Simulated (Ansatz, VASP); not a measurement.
## Au: VASP beside Ansatz

The input INCAR:

```
SYSTEM = Au
PREC     = Accurate       ! precision mode
ENCUT    = 520            ! plane-wave cutoff, eV
EDIFF    = 1E-6           ! SCF threshold, eV
ISMEAR   = 0              ! smearing method
SIGMA    = 0.1            ! smearing width, eV
LREAL    = Auto         
LASPH    = .TRUE.         ! aspherical terms in the spheres
NELM     = 100            ! most SCF steps
ALGO     = Fast           ! electronic algorithm
ISIF     = 2              ! what is computed and relaxed
LWAVE    = .FALSE.        ! write WAVECAR
LCHARG   = .FALSE.        ! write CHGCAR
GGA      = CA             ! functional
NBANDS   = 168            ! bands
```

File KPOINTS:

```
Automatic mesh
0
G
  4 4 4
  0 0 0
```

POSCAR

```
Au
1.0
   -6.0729505978     -6.0729505978      0.0000000000
    0.0000000000     -6.0729505978      6.0729505978
   -6.0729505978      0.0000000000      6.0729505978
Au
27
Direct
    0.6666666667      0.0000000000      0.0000000000
    0.3333333333      0.0000000000      0.0000000000
    0.0000000000      0.0000000000      0.0000000000
    0.6666666667      0.3333333333      0.0000000000
    0.3333333333      0.3333333333      0.0000000000
    0.0000000000      0.3333333333      0.0000000000
    0.6666666667      0.6666666667      0.0000000000
    0.3333333333      0.6666666667      0.0000000000
    0.0000000000      0.6666666667      0.0000000000
    0.6666666667      0.0000000000      0.3333333333
    0.3333333333      0.0000000000      0.3333333333
    0.0000000000      0.0000000000      0.3333333333
    0.6666666667      0.3333333333      0.3333333333
    0.3333333333      0.3333333333      0.3333333333
    0.0000000000      0.3333333333      0.3333333333
    0.6666666667      0.6666666667      0.3333333333
    0.3333333333      0.6666666667      0.3333333333
    1.0000000000      0.6666666667      0.3333333333
    0.6666666667      0.0000000000      0.6666666667
    0.3333333333      0.0000000000      0.6666666667
    0.0000000000      0.0000000000      0.6666666667
    0.6666666667      0.3333333333      0.6666666667
    0.3333333333      0.3333333333      0.6666666667
    1.0000000000      0.3333333333      0.6666666667
    0.6666666667      0.6666666667      0.6666666667
    0.3333333333      0.6666666667      0.6666666667
    0.0000000000      0.6666666667      0.6666666667
```

Input for Ansatz:

```yaml
crystal:
  lattice:
    - [-6.0729505978, -6.0729505978, 0.0]
    - [0.0, -6.0729505978, 6.0729505978]
    - [-6.0729505978, 0.0, 6.0729505978]
  atoms:
    - { symbol: Au, position: [0.6666666667, 0.0, 0.0] }
    - { symbol: Au, position: [0.3333333333, 0.0, 0.0] }
    - { symbol: Au, position: [0.0, 0.0, 0.0] }
    - { symbol: Au, position: [0.6666666667, 0.3333333333, 0.0] }
    - { symbol: Au, position: [0.3333333333, 0.3333333333, 0.0] }
    - { symbol: Au, position: [0.0, 0.3333333333, 0.0] }
    - { symbol: Au, position: [0.6666666667, 0.6666666667, 0.0] }
    - { symbol: Au, position: [0.3333333333, 0.6666666667, 0.0] }
    - { symbol: Au, position: [0.0, 0.6666666667, 0.0] }
    - { symbol: Au, position: [0.6666666667, 0.0, 0.3333333333] }
    - { symbol: Au, position: [0.3333333333, 0.0, 0.3333333333] }
    - { symbol: Au, position: [0.0, 0.0, 0.3333333333] }
    - { symbol: Au, position: [0.6666666667, 0.3333333333, 0.3333333333] }
    - { symbol: Au, position: [0.3333333333, 0.3333333333, 0.3333333333] }
    - { symbol: Au, position: [0.0, 0.3333333333, 0.3333333333] }
    - { symbol: Au, position: [0.6666666667, 0.6666666667, 0.3333333333] }
    - { symbol: Au, position: [0.3333333333, 0.6666666667, 0.3333333333] }
    - { symbol: Au, position: [1.0, 0.6666666667, 0.3333333333] }
    - { symbol: Au, position: [0.6666666667, 0.0, 0.6666666667] }
    - { symbol: Au, position: [0.3333333333, 0.0, 0.6666666667] }
    - { symbol: Au, position: [0.0, 0.0, 0.6666666667] }
    - { symbol: Au, position: [0.6666666667, 0.3333333333, 0.6666666667] }
    - { symbol: Au, position: [0.3333333333, 0.3333333333, 0.6666666667] }
    - { symbol: Au, position: [1.0, 0.3333333333, 0.6666666667] }
    - { symbol: Au, position: [0.6666666667, 0.6666666667, 0.6666666667] }
    - { symbol: Au, position: [0.3333333333, 0.6666666667, 0.6666666667] }
    - { symbol: Au, position: [0.0, 0.6666666667, 0.6666666667] }
basis:
  ecutwfc: 420
  xc_grid: 2
kpoints:
  mp_grid: { grid: [4, 4, 4], shift: [0.0, 0.0, 0.0] }
hamiltonian:
  xc: lda
scf:
  occupations: { method: gaussian, width: 0.1 }
output:
  forces: true
  stress: true
  eigenvalues: true
  write_density: true
  write_potential: true
  elf: true
  volumetric_format: npy
```

Alike in both runs: task single point; functional LDA; k mesh 4 × 4 × 4; occupations gaussian, width 0.1 eV; no spin polarisation.

```csv
,VASP,Ansatz
version,VASP 6.6.1,Ansatz 0.2.0
potentials or method,"VASP PAW LDA potentials, release 64 (Au), cutoff 520 eV","scalar-relativistic, plane waves, PAW"
valence electrons in the cell,297,513
```

```csv
,VASP,Ansatz,Ansatz less VASP
gap on the k mesh at the Fermi level (eV),none,none,-
pressure (GPa),0.3,-0.2,-0.45
```

LDA's correlation is that of Perdew and Zunger in VASP and of Perdew and Wang (1992) in Ansatz. A gap of «none» marks a metal or a gap that the smearing closes. VASP's potentials hold 297 valence electrons a cell and Ansatz's 513, so a difference there can come from the potentials and not from the codes.

Neither program's run includes spin-orbit coupling.
